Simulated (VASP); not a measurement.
# Ag (Fm-3m) in VASP: further runs

Ag is run at these levels: LDA; tasks: single point, relaxation of cell and atoms.

All numbers are computed with VASP 6.6.1; they aren't measurements. Logs are shortened: lines on timing, memory, paths and dates and some standing lists are left out, and cuts for length are marked.

### 1 The cell of the first run

Symmetry: Fm-3m, No. 225, cubic system. The conventional cell has a = 3.991 Å, b = 3.991 Å, c = 3.991 Å, α = 90.00°, β = 90.00°, γ = 90.00°. Within 3.7 Å of Ag (site symmetry m-3m) lie 12 Ag at 2.82 Å.

### 2 Single point, LDA

File INCAR:

```
PREC     = Accurate       # precision mode
ENCUT    = 520            # plane-wave cutoff, eV
EDIFF    = 1E-6           # SCF threshold, eV
ISMEAR   = -1             # smearing method
SIGMA    = 0.05           # smearing width, eV
LREAL    = False          # projectors in reciprocal space
LASPH    = True           # aspherical terms in the spheres
NELM     = 100            # most SCF steps
ALGO     = Normal         # electronic algorithm
ISIF     = 2              # what is computed and relaxed
LWAVE    = False          # write WAVECAR
LCHARG   = False          # write CHGCAR
NBANDS   = 12             # bands
```

File KPOINTS:

```
regular mesh
0
Gamma
  24 24 24
```

File POSCAR:

```
Ag
1.0
    0.0000000000      1.9957317602      1.9957317602
    1.9957317602      0.0000000000      1.9957317602
    1.9957317602      1.9957317602      0.0000000000
Ag
1
Direct
    0.0000000000      0.0000000000      0.0000000000
```

Potentials or basis: VASP PAW LDA potentials, release 64 (Ag).

Started as:

```sh
$ cat potpaw_LDA.64/Ag/POTCAR > POTCAR
$ mpirun -np 1 vasp_std > vasp.out
```

OUTCAR:

```text
PREC = Accurate
   ENCUT = 520
   EDIFF = 1E-6
   ISMEAR = -1
   LREAL = False
   LASPH = True
   NELM = 100
   ISIF = 2

 ion  position               nearest neighbor table
   1  0.000  0.000  0.000-

  LATTYP: Found a face centered cubic cell.
 ALAT       =     3.9914635204

  Lattice vectors:

 A1 = (   0.0000000000,   1.9957317602,   1.9957317602)
 A2 = (   1.9957317602,   0.0000000000,   1.9957317602)
 A3 = (   1.9957317602,   1.9957317602,   0.0000000000)

Analysis of symmetry for initial positions (statically):
=====================================================================
 Subroutine PRICEL returns:
 Original cell was already a primitive cell.

 Routine SETGRP: Setting up the symmetry group for a
 face centered cubic supercell.

 Subroutine GETGRP returns: Found 48 space group operations
 (whereof 48 operations were pure point group operations)
 out of a pool of 48 trial point group operations.

The static configuration has the point symmetry O_h .

Analysis of symmetry for dynamics (positions and initial velocities):
=====================================================================
 Subroutine PRICEL returns:
 Original cell was already a primitive cell.

 Routine SETGRP: Setting up the symmetry group for a
 face centered cubic supercell.

 Subroutine GETGRP returns: Found 48 space group operations
 (whereof 48 operations were pure point group operations)
 out of a pool of 48 trial point group operations.

The dynamic configuration has the point symmetry O_h .

 Subroutine INISYM returns: Found 48 space group operations
 (whereof 48 operations are pure point group operations),
 and found     1 'primitive' translations

----------------------------------------------------------------------------------------

                                     Primitive cell

  volume of cell :      15.8978

  direct lattice vectors                    reciprocal lattice vectors
     0.000000000  1.995731760  1.995731760    -0.250534671  0.250534671  0.250534671
     1.995731760  0.000000000  1.995731760     0.250534671 -0.250534671  0.250534671
     1.995731760  1.995731760  0.000000000     0.250534671  0.250534671 -0.250534671

  length of vectors
     2.822390922  2.822390922  2.822390922     0.433938779  0.433938779  0.433938779

  position of ions in fractional coordinates (direct lattice)
     0.000000000  0.000000000  0.000000000

  ion indices of the primitive-cell ions
   primitive index   ion index
                 1           1

----------------------------------------------------------------------------------------

 KPOINTS: regular mesh

Automatic generation of k-mesh.
 Grid dimensions read from file:
 generate k-points for:   24   24   24

 Generating k-lattice:

  Cartesian coordinates                     Fractional coordinates (reciprocal lattice)
    -0.010438945  0.010438945  0.010438945     0.041666667  0.000000000  0.000000000
     0.010438945 -0.010438945  0.010438945     0.000000000  0.041666667  0.000000000
     0.010438945  0.010438945 -0.010438945     0.000000000  0.000000000  0.041666667

  Length of vectors
     0.018080782  0.018080782  0.018080782

  Shift w.r.t. Gamma in fractional coordinates (k-lattice)
     0.000000000  0.000000000  0.000000000

 Subroutine IBZKPT returns following result:
 ===========================================

 Found    413 irreducible k-points:

 Following reciprocal coordinates:
            Coordinates               Weight
  0.000000  0.000000  0.000000      1.000000
  0.041667  0.000000  0.000000      8.000000
  0.083333  0.000000  0.000000      8.000000
  0.125000  0.000000  0.000000      8.000000
  0.166667  0.000000  0.000000      8.000000
  0.208333  0.000000  0.000000      8.000000
[... 16 lines left out ...]
  0.416667  0.041667  0.000000     24.000000
  0.458333  0.041667  0.000000     24.000000
 [... further k-points ...]
   k-points           NKPTS =    413   k-points in BZ     NKDIM =    413   number of bands    NBANDS=     12
   number of dos      NEDOS =    301   number of ions     NIONS =      1
   total plane-waves  NPLWV =  13824
   dimension x,y,z NGX =    24 NGY =   24 NGZ =   24
   dimension x,y,z NGXF=    48 NGYF=   48 NGZF=   48
   ions per type =               1
   NGX,Y,Z   is equivalent  to a cutoff of  14.14, 14.14, 14.14 a.u.
   NGXF,Y,Z  is equivalent  to a cutoff of  28.27, 28.27, 28.27 a.u.
 SYSTEM =  unknown system
   PREC   = accura    normal or accurate (medium, high low for compatibility)
   ISTART =      0    job   : 0-new  1-cont  2-samecut
   ICHARG =      2    charge: 1-file 2-atom 10-const
   ISPIN  =      1    spin polarized calculation?
   LNONCOLLINEAR =      F non collinear calculations
   LSORBIT =      F    spin-orbit coupling
   LASPH  =      T    aspherical Exc in radial PAW
   ENCUT  =  520.0 eV  38.22 Ry    6.18 a.u.   5.25  5.25  5.25*2*pi/ulx,y,z
   NELM   =    100;   NELMIN=  2; NELMDL= -5     # of ELM steps
   EDIFF  = 0.1E-05   stopping-criterion for ELM
   LREAL  =      F    real-space projection
   EDIFFG = 0.1E-04   stopping-criterion for IOM
   NSW    =      0    number of steps for IOM
   IBRION =     -1    ionic relax: 0-MD 1-quasi-New 2-CG
   NFREE  =      0    steps in history (QN), initial steepest desc. (CG)
   ISIF   =      2    stress and relaxation
   ISYM   =      2    0-nonsym 1-usesym 2-fastsym
   POTIM  = 0.5000    time-step for ionic-motion
   TEBEG  =    0.0;   TEEND  =   0.0 temperature during run
   PSTRESS=    0.0 pullay stress
   NELECT =      11.0000    total number of electrons
   NUPDOWN=      -1.0000    fix difference up-down
   EMIN   =  10.00;   EMAX   =-10.00  energy-range for DOS
   EFERMI =   0.00;   METHOD = LEGACY
   ISMEAR =    -1;   SIGMA  =   0.05  broadening in eV -4-tet -1-fermi 0-gaus
   EFERMI_NEDOS =   21; number of points for ismear=-14 and -15
   IALGO  =     38    algorithm
   IMIX   =      4    mixing-type and parameters
     AMIX     =   0.40;   BMIX     =  1.00
     AMIX_MAG =   1.60;   BMIX_MAG =  1.00
  volume/ion in A,a.u.               =      15.90       107.28
  Fermi-wavevector in a.u.,A,eV,Ry     =   1.447972  2.736271 28.526295  2.096624
  Thomas-Fermi vector in A             =   2.565866
   LORBIT       =      0    0 simple, 1 ext, 2 COOP (PROOUT), +10 PAW based schemes
   GGA     = CA    functional components
   LHFCALC =     F    Hartree Fock is set to
   AEXX    =    0.0000 exact exchange contribution
   IVDW    =     0    specifies the selected vdW correction
   LEPSILON=     F    determine dielectric tensor
   LRPA    =     F    only Hartree local field effects (RPA)
 non-spin polarized calculation
  energy-cutoff  :      520.00
  volume of cell :       15.90
 maximum number of plane-waves:       444
 NGX is ok and might be reduce to    24
   NGX = 11   NGY = 11   NGZ = 11

 number of electron      11.0000002 magnetization

 Free energy of the ion-electron system (eV)
  ---------------------------------------------------
  ext. energy  EPLUGINS =         0.00000000
  ---------------------------------------------------
  free energy    TOTEN  =        -3.78429500 eV

  energy without entropy =       -3.78273045  energy(sigma->0) =       -3.78351272

 E-fermi :   9.2075     XC(G=0): -12.9999

 val. band max:        9.1749302292   @ k =  -0.4583   0.0833   0.0000
 cond. band min:       9.2276412683   @ k =   0.5000   0.3333   0.1250
 fundamental gap:      0.0527110391
 Fermi energy:         9.2074841503

 k-point     1 :       0.0000    0.0000    0.0000
  band No.  band energies     occupation
      1       0.8131      2.00000
      2       4.1290      2.00000
      3       4.1290      2.00000
      4       4.1290      2.00000
      5       5.3216      2.00000
      6       5.3216      2.00000
      7      25.3197      0.00000
      8      29.2442      0.00000
      9      29.2442      0.00000
     10      29.2442      0.00000
     11      34.4441      0.00000
     12      35.9257      0.00000

 k-point     2 :       0.0417    0.0000    0.0000
  band No.  band energies     occupation
      1       0.8710      2.00000
      2       4.1136      2.00000
      3       4.1464      2.00000
      4       4.1464      2.00000
      5       5.3143      2.00000
      6       5.3143      2.00000
      7      25.3508      0.00000
      8      28.7516      0.00000
      9      29.2819      0.00000
     10      29.2819      0.00000
     11      34.6837      0.00000
     12      35.8309      0.00000

 k-point     3 :       0.0833    0.0000    0.0000
  band No.  band energies     occupation
      1       1.0413      2.00000
      2       4.0728      2.00000
      3       4.1950      2.00000
      4       4.1950      2.00000
      5       5.2964      2.00000
      6       5.2964      2.00000
      7      25.3894      0.00000
      8      27.6645      0.00000
      9      29.3873      0.00000
     10      29.3873      0.00000
     11      34.2770      0.00000
     12      35.5293      0.00000
[... 286 lines left out ...]
 k-point    23 :       0.4167    0.0417    0.0000
  band No.  band energies     occupation
      1       2.4043      2.00000
      2       4.1345      2.00000
      3       4.1977      2.00000
      4       5.7965      2.00000
      5       6.1286      2.00000
      6       7.3032      2.00000
      7      15.1377      0.00000
      8      24.8615      0.00000
      9      27.4675      0.00000
     10      28.1510      0.00000
     11      33.0518      0.00000
     12      33.2886      0.00000

 k-point    24 :       0.4583    0.0417    0.0000
  band No.  band energies     occupation
      1       2.3659      2.00000
      2       4.0971      2.00000
      3       4.1568      2.00000
      4       5.9753      2.00000
      5       6.2103      2.00000
      6       8.1406      2.00000
      7      13.9256      0.00000
      8      24.6719      0.00000
      9      27.3549      0.00000
     10      27.6526      0.00000
     11      33.2082      0.00000
     12      33.2727      0.00000

 [... further k-points ...]
[... 5 lines left out ...]
  --------------------------------------------------------------------------------------
  -------------------------------------------------------------------------------------
  Total        0.1123969      0.1123969      0.1123969      0.0000000     -0.0000000     -0.0000000
  in kB       11.3273545     11.3273545     11.3273545      0.0000000     -0.0000000     -0.0000000
  external PRESSURE =      11.3273545 kB  Pullay stress =       0.0000000 kB

 VOLUME and BASIS-vectors are now :
 -----------------------------------------------------------------------------
  energy-cutoff  :      520.00
  volume of cell :       15.90
      direct lattice vectors                 reciprocal lattice vectors
     0.000000000  1.995731760  1.995731760    -0.250534671  0.250534671  0.250534671
     1.995731760  0.000000000  1.995731760     0.250534671 -0.250534671  0.250534671
     1.995731760  1.995731760  0.000000000     0.250534671  0.250534671 -0.250534671

 POSITION                                       TOTAL-FORCE (eV/Angst)
 -----------------------------------------------------------------------------------
      0.00000      0.00000      0.00000        -0.000000      0.000000      0.000000
 -----------------------------------------------------------------------------------
    total drift:                               -0.000000      0.000000     -0.000000

  FREE ENERGIE OF THE ION-ELECTRON SYSTEM (eV)
  ---------------------------------------------------
  free  energy   TOTEN  =        -3.7842949972 eV

  energy  without entropy=       -3.7827304465  energy(sigma->0) =       -3.78351272
```

Wall time 24 s (1 thread of Intel Xeon 6975P-C (Granite Rapids), shared host); peak memory 0.18 GiB.

What came out:

| Property | Result |
| --- | --- |
| Free energy | -3.7843 eV |
| Pressure | 1.1 GPa |

Levels at points of the mesh, in eV from the Fermi level:
| k point | band 4 | band 5 | band 6 | band 7 | band 8 | band 9 |
| --- | --- | --- | --- | --- | --- | --- |
| (0.00, 0.00, 0.00) | -5.08 | -3.89 | -3.89 | 16.11 | 20.04 | 20.04 |
| (0.50, 0.00, 0.00) | -2.98 | -2.98 | -0.67 | 3.94 | 15.38 | 18.41 |
| (0.50, 0.50, 0.00) | -2.74 | -2.74 | 1.44 | 7.25 | 10.88 | 10.88 |

### 3 Single point, LDA

This run uses another cell than the first one, of 16.01 Å³/atom, 1.007 times its volume.

File INCAR:

```
SYSTEM = Ag
PREC     = Accurate       ! precision mode
ENCUT    = 520            ! plane-wave cutoff, eV
EDIFF    = 1E-7           ! SCF threshold, eV
ISMEAR   = -1             ! smearing method
SIGMA    = 0.05           ! smearing width, eV
LREAL    = .FALSE.        ! projectors in reciprocal space
LASPH    = .TRUE.         ! aspherical terms in the spheres
NELM     = 80             ! most SCF steps
ALGO     = Normal         ! electronic algorithm
ISIF     = 2              ! what is computed and relaxed
LWAVE    = .FALSE.        ! write WAVECAR
LCHARG   = .FALSE.        ! write CHGCAR
NBANDS   = 12             ! bands
```

File KPOINTS:

```
regular mesh
0
G
  24 24 24
  0 0 0
```

File POSCAR:

```
Ag
1.0
    0.0000000000      2.0004778691      2.0004778691
    2.0004778691      0.0000000000      2.0004778691
    2.0004778691      2.0004778691      0.0000000000
Ag
1
Direct
    0.0000000000      0.0000000000      0.0000000000
```

Potentials or basis: VASP PAW LDA potentials, release 64 (Ag).

Started as:

```sh
$ cat potpaw_LDA.64/Ag/POTCAR > POTCAR
$ mpirun -np 1 vasp_std > vasp.out
```

Wall time 23 s (1 thread of Intel Xeon 6975P-C (Granite Rapids), shared host); peak memory 0.19 GiB.

It converged, with:

| Property | Result |
| --- | --- |
| Free energy | -3.7848 eV |
| Pressure | 0.1 GPa |

Levels at points of the mesh, in eV from the Fermi level:
| k point | band 2 | band 3 | band 4 | band 5 | band 6 | band 7 | band 8 | band 9 | band 10 | band 11 |
| --- | --- | --- | --- | --- | --- | --- | --- | --- | --- | --- |
| (0.00, 0.00, 0.00) | -5.05 | -5.05 | -5.05 | -3.87 | -3.87 | 16.10 | 19.98 | 19.98 | 19.98 | 25.16 |
| (0.50, 0.00, 0.00) | -5.07 | -5.07 | -2.97 | -2.97 | -0.64 | 3.90 | 15.37 | 18.34 | 18.34 | 23.76 |
| (0.50, 0.50, 0.00) | -6.73 | -3.00 | -2.74 | -2.74 | 1.45 | 7.19 | 10.84 | 10.84 | 17.99 | 18.08 |

[end of part 1 of 3]
